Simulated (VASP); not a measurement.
# Be4Se3 in VASP: further runs, part 2 of 2

VASP 6.6.1. Earlier steps stand in the parts before.

## (7) Relaxation of cell and atoms, PBE

This run uses another cell than the first one, of 19.90 Å³/atom.

INCAR

```
SYSTEM = Be4Se3
  PREC = Accurate
  ENCUT = 600
  EDIFF = 1E-6
  ISMEAR = 0
  SIGMA = 0.2
  LREAL = .False.
  LASPH = .True.
  NELM = 80
  ALGO = Normal
  ISIF = 3
  LWAVE = .False.
  LCHARG = .False.
  GGA = PE
  IBRION = 2
  NSW = 36
  EDIFFG = -0.08
```

KPOINTS

```
Automatic mesh
0
Gamma
  3 3 3
  0 0 0
```

POSCAR

```
Be4Se3
1.0
    5.1838862600      0.0000000000      0.0000000000
    0.0000000000      5.1838862600      0.0000000000
    0.0000000000      0.0000000000      5.1838862600
Be Se
4 3
Direct
    0.0000000000      0.5000000000      0.5000000000
    0.5000000000      0.0000000000      0.5000000000
    0.5000000000      0.5000000000      0.0000000000
    0.5000000000      0.5000000000      0.5000000000
    0.5000000000      0.0000000000      0.0000000000
    0.0000000000      0.5000000000      0.0000000000
    0.0000000000      0.0000000000      0.5000000000
```

Potentials or basis: VASP PAW PBE potentials, release 64 (Be, Se).

On the command line:

```console
$ cat potpaw_PBE.64/Be/POTCAR potpaw_PBE.64/Se/POTCAR > POTCAR
$ mpirun -np 1 vasp_std > vasp.out
```

OUTCAR:

```text
SYSTEM = Be4Se3
   PREC = Accurate
   ENCUT = 600
   EDIFF = 1E-6
   ISMEAR = 0
   LREAL = .False.
   LASPH = .True.
   NELM = 80
   ISIF = 3
   GGA = PE
   IBRION = 2
   NSW = 36
   EDIFFG = -0.08

 ion  position               nearest neighbor table
   1  0.000  0.500  0.500-
   2  0.500  0.000  0.500-
   3  0.500  0.500  0.000-
   4  0.500  0.500  0.500-
   5  0.500  0.000  0.000-
   6  0.000  0.500  0.000-
   7  0.000  0.000  0.500-

  LATTYP: Found a simple cubic cell.
 ALAT       =     5.1838862600

  Lattice vectors:

 A1 = (   5.1838862600,   0.0000000000,   0.0000000000)
 A2 = (   0.0000000000,   5.1838862600,   0.0000000000)
 A3 = (   0.0000000000,   0.0000000000,   5.1838862600)

Analysis of symmetry for initial positions (statically):
=====================================================================
 Subroutine PRICEL returns:
 Original cell was already a primitive cell.

 Routine SETGRP: Setting up the symmetry group for a
 simple cubic supercell.

 Subroutine GETGRP returns: Found 48 space group operations
 (whereof 48 operations were pure point group operations)
 out of a pool of 48 trial point group operations.

The static configuration has the point symmetry O_h .

Analysis of symmetry for dynamics (positions and initial velocities):
=====================================================================
 Subroutine PRICEL returns:
 Original cell was already a primitive cell.

 Routine SETGRP: Setting up the symmetry group for a
 simple cubic supercell.

 Subroutine GETGRP returns: Found 48 space group operations
 (whereof 48 operations were pure point group operations)
 out of a pool of 48 trial point group operations.

The dynamic configuration has the point symmetry O_h .

 Subroutine INISYM returns: Found 48 space group operations
 (whereof 48 operations are pure point group operations),
 and found     1 'primitive' translations

----------------------------------------------------------------------------------------

                                     Primitive cell

  volume of cell :     139.3049

[... 69 lines left out ...]
   ISTART =      0    job   : 0-new  1-cont  2-samecut
   ICHARG =      2    charge: 1-file 2-atom 10-const
   ISPIN  =      1    spin polarized calculation?
   LNONCOLLINEAR =      F non collinear calculations
   LSORBIT =      F    spin-orbit coupling
   LASPH  =      T    aspherical Exc in radial PAW
   ENCUT  =  600.0 eV  44.10 Ry    6.64 a.u.  10.35 10.35 10.35*2*pi/ulx,y,z
   NELM   =     80;   NELMIN=  2; NELMDL= -5     # of ELM steps
   EDIFF  = 0.1E-05   stopping-criterion for ELM
   LREAL  =      F    real-space projection
   EDIFFG = -.8E-01   stopping-criterion for IOM
   NSW    =     36    number of steps for IOM
   IBRION =      2    ionic relax: 0-MD 1-quasi-New 2-CG
   NFREE  =      1    steps in history (QN), initial steepest desc. (CG)
   ISIF   =      3    stress and relaxation
   ISYM   =      2    0-nonsym 1-usesym 2-fastsym
   POTIM  = 0.5000    time-step for ionic-motion
   TEBEG  =    0.0;   TEEND  =   0.0 temperature during run
   PSTRESS=    0.0 pullay stress
   NELECT =      26.0000    total number of electrons
   NUPDOWN=      -1.0000    fix difference up-down
   EMIN   =  10.00;   EMAX   =-10.00  energy-range for DOS
   EFERMI =   0.00;   METHOD = LEGACY
   ISMEAR =     0;   SIGMA  =   0.20  broadening in eV -4-tet -1-fermi 0-gaus
   EFERMI_NEDOS =   21; number of points for ismear=-14 and -15
   IALGO  =     38    algorithm
   IMIX   =      4    mixing-type and parameters
     AMIX     =   0.40;   BMIX     =  1.00
     AMIX_MAG =   1.60;   BMIX_MAG =  1.00
  volume/ion in A,a.u.               =      19.90       134.30
  Fermi-wavevector in a.u.,A,eV,Ry     =   0.935572  1.767974 11.909107  0.875295
  Thomas-Fermi vector in A             =   2.062493
   LORBIT       =      0    0 simple, 1 ext, 2 COOP (PROOUT), +10 PAW based schemes
   GGA     = PE    functional components
   LHFCALC =     F    Hartree Fock is set to
   AEXX    =    0.0000 exact exchange contribution
   IVDW    =     0    specifies the selected vdW correction
   LEPSILON=     F    determine dielectric tensor
   LRPA    =     F    only Hartree local field effects (RPA)
 conjugate gradient relaxation of ions
 non-spin polarized calculation
 Gauss-broadening in eV      SIGMA  =   0.20
  energy-cutoff  :      600.00
  volume of cell :      139.30
 maximum number of plane-waves:      4697
 NGX is ok and might be reduce to    42
   NGX = 21   NGY = 21   NGZ = 21

--------------------------------------- Ionic step        1  -------------------------------------------

 number of electron      26.0000001 magnetization

 Free energy of the ion-electron system (eV)
  ---------------------------------------------------
  ext. energy  EPLUGINS =         0.00000000
  ---------------------------------------------------
  free energy    TOTEN  =       -21.16575198 eV

  energy without entropy =      -21.01452634  energy(sigma->0) =      -21.09013916

 E-fermi :   2.5420     XC(G=0):  -8.9447

 val. band max:        2.4689202526   @ k =   0.3333   0.3333   0.0000
 cond. band min:       2.5820054099   @ k =   0.3333   0.3333   0.3333
 fundamental gap:      0.1130851573
 Fermi energy:         2.5419987406
[... 246 lines left out ...]
--------------------------------------- Ionic step        3  -------------------------------------------

 number of electron      25.9999995 magnetization

 Free energy of the ion-electron system (eV)
  ---------------------------------------------------
  ext. energy  EPLUGINS =         0.00000000
  ---------------------------------------------------
  free energy    TOTEN  =       -22.83754197 eV

  energy without entropy =      -22.77997182  energy(sigma->0) =      -22.80875689

 E-fermi :   4.9531     XC(G=0): -10.0417

 val. band max:        4.5773295748   @ k =   0.3333   0.3333   0.0000
 cond. band min:       5.0493463554   @ k =   0.3333   0.3333   0.3333
 fundamental gap:      0.4720167806
 Fermi energy:         4.9530557561
[... 112 lines left out ...]
  FREE ENERGIE OF THE ION-ELECTRON SYSTEM (eV)
  ---------------------------------------------------
  free  energy   TOTEN  =       -22.8375419702 eV

  energy  without entropy=      -22.7799718179  energy(sigma->0) =      -22.80875689

 reached required accuracy - stopping structural energy minimisation
```

CONTCAR:

```text
Be4Se3
   1.00000000000000
     4.7149861810759575    0.0000000000000000    0.0000000000000000
     0.0000000000000000    4.7149861810759575   -0.0000000000000000
     0.0000000000000000    0.0000000000000000    4.7149861810759575
  Be              Se
     4     3
Direct
     0.0000000000000000    0.5000000000000000    0.5000000000000000
     0.5000000000000000    0.0000000000000000    0.5000000000000000
     0.5000000000000000    0.5000000000000000    0.0000000000000000
     0.5000000000000000    0.5000000000000000    0.5000000000000000
     0.5000000000000000    0.0000000000000000    0.0000000000000000
     0.0000000000000000    0.5000000000000000    0.0000000000000000
     0.0000000000000000    0.0000000000000000    0.5000000000000000

  0.00000000E+00  0.00000000E+00  0.00000000E+00
  0.00000000E+00  0.00000000E+00  0.00000000E+00
  0.00000000E+00  0.00000000E+00  0.00000000E+00
  0.00000000E+00  0.00000000E+00  0.00000000E+00
  0.00000000E+00  0.00000000E+00  0.00000000E+00
  0.00000000E+00  0.00000000E+00  0.00000000E+00
  0.00000000E+00  0.00000000E+00  0.00000000E+00
```

Wall time 72 s (1 thread of Intel Xeon 8259CL, shared host); peak memory 0.26 GiB.

What came out:

```yaml
Free_energy: -22.8375 eV
Relaxed_volume: 14.97 Å³/atom
Relaxed_cell: a = 4.715 Å, b = 4.715 Å, c = 4.715 Å, α = 90.00°, β = 90.00°, γ = 90.00°
Space_group_after_relaxing_to_0.1_Å: Pm-3m (No. 221)
Energy_gained_by_relaxing: 238.8 meV/atom
Ionic_steps: 3
Pressure_after_relaxing: -0.7 GPa
Band_gap_on_the_k_mesh: zero (bands 13 and 14 overlap by 0.47 eV)
```

Step by step:
```
step  energy change (eV)  largest force (eV/Å)  pressure (GPa)  volume (Å³)
   1              0.0000                0.0000          -11.57       139.30
   2             -1.5340                0.0000           -4.95       112.30
   3             -1.6718                0.0000           -0.68       104.82
```

Final structure:
```xyz
7
Lattice="4.7150 0.0000 0.0000 0.0000 4.7150 0.0000 0.0000 0.0000 4.7150" Properties=species:S:1:pos:R:3 pbc="T T T"
Be    0.0000    2.3575    2.3575
Be    2.3575    0.0000    2.3575
Be    2.3575    2.3575    0.0000
Be    2.3575    2.3575    2.3575
Se    2.3575    0.0000    0.0000
Se    0.0000    2.3575    0.0000
Se    0.0000    0.0000    2.3575
```

Levels at points of the mesh, in eV from the Fermi level:
```tsv
k point	band 11	band 12	band 13	band 14	band 15	band 16
(0.00, 0.00, 0.00)	-0.60	-0.60	-0.60	0.83	0.83	1.92
```

Caveat: the k points lie up to 0.44 Å⁻¹ apart in the final cell; the volume moved by over 15 % at a fixed basis, so the end points are rough; semilocal functionals underestimate gaps, so a narrow gap can read as zero.

## (8) Summary

```csv
task,cell,k mesh,cutoff (eV),gap on the mesh (eV),pressure (GPa)
single point,"a = 4.684 Å, 7 atoms, atomic positions A",3 × 3 × 3,520,none,0.8
single point,"a = 4.704 Å, 7 atoms, atomic positions A",3 × 3 × 3,520,none,-0.2
single point,"a = 4.768 Å, angles 90.1°, 7 atoms, atomic positions B",3 × 3 × 3,520,0.32,0.2
single point,"a = 4.754 Å, 7 atoms, atomic positions B",4 × 4 × 4,520,none,0.8
relaxation of cell and atoms,"relaxed from a = 4.986 Å, 7 atoms, atomic positions A",3 × 3 × 3,600,none,-0.1
relaxation of cell and atoms,"relaxed from a = 5.184 Å, 7 atoms, atomic positions A",3 × 3 × 3,600,none,-0.7
```

Alike in all rows: level PBE; potentials or basis VASP PAW PBE potentials, release 64 (Be, Se); no spin polarisation; smearing gaussian 0.2 eV.

Caveats: some runs use coarse meshes; semilocal functionals underestimate gaps, so a narrow gap can read as zero (at least some runs); the volume moved by over 15 % at a fixed basis, so the end points are rough (at least some runs); an odd mesh through Γ misses points on the zone boundary, where band edges can lie (at least some runs).

Total energies depend on the potentials used, so only differences within one code and one set of settings carry meaning.
